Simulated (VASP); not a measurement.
Set up this calculation in VASP 6.6.1, as the native input.

```
Task                               : relaxation of cell and atoms
Functional                         : B3LYP
Potentials or basis                : VASP PAW PBE potentials, release 64 (Hf_pv, N)
Cutoff                             : 600 eV
k mesh                             : 5 × 5 × 5
Occupations                        : fermi-dirac, width 0.05 eV
Spin                               : no spin polarisation
Dipole correction                  : no
Grid for exact exchange (PRECFOCK) : Normal
Further INCAR settings             : ALGO = Normal; EDIFF = 1e-06; IBRION = 2; EDIFFG = -0.01; NSW = 60; ISIF = 3
Share of exact exchange            : 0.2
```

The system is HfN.

```
Hf N
1.0
     2.82503    0.00000    0.00000
     0.00000    2.82503    0.00000
     0.00000    0.00000    2.82503
Hf N
1 1
Direct
  0.50000 0.50000 0.50000
  0.00000 0.00000 0.00000
```

The input as run:

POSCAR

```
HfN
1.0
    2.8250300000      0.0000000000      0.0000000000
    0.0000000000      2.8250300000      0.0000000000
    0.0000000000      0.0000000000      2.8250300000
Hf N
1 1
Direct
    0.5000000000      0.5000000000      0.5000000000
    0.0000000000      0.0000000000      0.0000000000
```

INCAR.step1

```
PREC = Accurate
ENCUT = 600
EDIFF = 1E-5
ISMEAR = -1
SIGMA = 0.05
LREAL = False
LASPH = True
NELM = 60
ALGO = Normal
LWAVE = True
LCHARG = False
GGA = PE
NBANDS = 14
```

INCAR.step2

```
PREC = Accurate
ENCUT = 600
EDIFF = 1E-6
ISMEAR = -1
SIGMA = 0.05
LREAL = False
LASPH = True
NELM = 60
ALGO = Normal
ISIF = 3
LWAVE = False
LCHARG = False
GGA = B3
LHFCALC = True
AEXX = 0.2
AGGAX = 0.72
AGGAC = 0.81
ALDAC = 0.19
PRECFOCK = Normal
IBRION = 2
NSW = 60
EDIFFG = -0.01
ISTART = 1
```

KPOINTS

```
Automatic mesh
0
Gamma
  5 5 5
```

Potentials or basis: VASP PAW PBE potentials, release 64 (Hf_pv, N).

Launch:

```sh
$ cat potpaw_PBE.64/Hf_pv/POTCAR potpaw_PBE.64/N/POTCAR > POTCAR
$ cp INCAR.step1 INCAR
$ mpirun -np 1 vasp_std > vasp.out
$ cp INCAR.step2 INCAR
$ mpirun -np 1 vasp_std > vasp.out
```

It gave:

The relaxed volume is 11.18 Å³/atom and the relaxed cell is a = 2.817 Å, b = 2.817 Å, c = 2.817 Å, α = 90.00°, β = 90.00°, γ = 90.00°. The space group after relaxing (to 0.1 Å) is Pm-3m (No. 221), the energy gained by relaxing is 0.6 meV/atom and the ionic steps are 3. The pressure after relaxing is 0.0 GPa and the band gap on the k mesh is zero (an odd number of electrons rules out a gap without spin polarisation).

Caveat: the k points lie up to 0.45 Å⁻¹ apart in the final cell, too coarse for converged energies and pressures of a metal; the PAW data sets were made with another functional, which shifts forces and pressure a little; spin-orbit coupling is left out, which moves the levels of the heavy elements.

Wall time 12 min on 1 thread of Intel(R) Xeon(R) Platinum 8488C (Sapphire Rapids), with other jobs on the host, peak memory 0.16 GiB.
